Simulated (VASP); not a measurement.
Set up this calculation in VASP 6.6.1, as the native input.

```
Task                   : single point
Functional             : PBEsol
Potentials or basis    : VASP PAW PBE potentials, release 64 (Bi_d)
Cutoff                 : 520 eV
k mesh                 : 9 × 9 × 3
Occupations            : fermi-dirac, width 0.03 eV
Spin                   : no spin polarisation
Dipole correction      : no
Further INCAR settings : ALGO = Normal; EDIFF = 1e-06; NBANDS = 22
```

The structure of Bi lies in POSCAR:

```
Bi
1.0
    4.5390002997      0.0000000000      0.0000000000
   -2.2695001499      3.9308895674      0.0000000000
    0.0000000000      0.0000000000     11.4741300000
Bi
2
Direct
    0.3333333333      0.6666666667      0.2500000000
    0.6666666667      0.3333333333      0.7500000000
```

This cell differs from its parent crystal: zz strain of -3 %.

One way to write it, as run:

INCAR

```
SYSTEM = Bi
PREC = Accurate
ENCUT = 520
EDIFF = 1E-6
ISMEAR = -1
SIGMA = 0.03
LREAL = .False.
LASPH = .True.
NELM = 100
ALGO = Normal
ISIF = 2
LWAVE = .False.
LCHARG = .True.
GGA = PS
LELF = .True.
LVHAR = .True.
NBANDS = 22
```

KPOINTS

```
regular mesh
0
Gamma
  9 9 3
  0 0 0
```

Potentials or basis: VASP PAW PBE potentials, release 64 (Bi_d).

Launch:

```bash
$ cat potpaw_PBE.64/Bi_d/POTCAR > POTCAR
$ mpirun -np 1 vasp_std > vasp.out
```

Results of the run:

```yaml
Pressure: -3.7 GPa
Band_gap_on_the_k_mesh: zero (band 15 reaches 0.38 eV, above the bottom of band 16 at -1.75 eV)
```

Caveat: the cell differs from its parent crystal (zz strain of -3 %); the PAW data sets were made with another functional, which shifts forces and pressure a little; spin-orbit coupling is left out, which moves the levels of the heavy elements.

Run time: 74 s on 1 thread of Intel(R) Xeon(R) Platinum 8259CL CPU @ 2.50GHz (Skylake/Cascade Lake), on a shared host, peak memory 0.36 GiB.
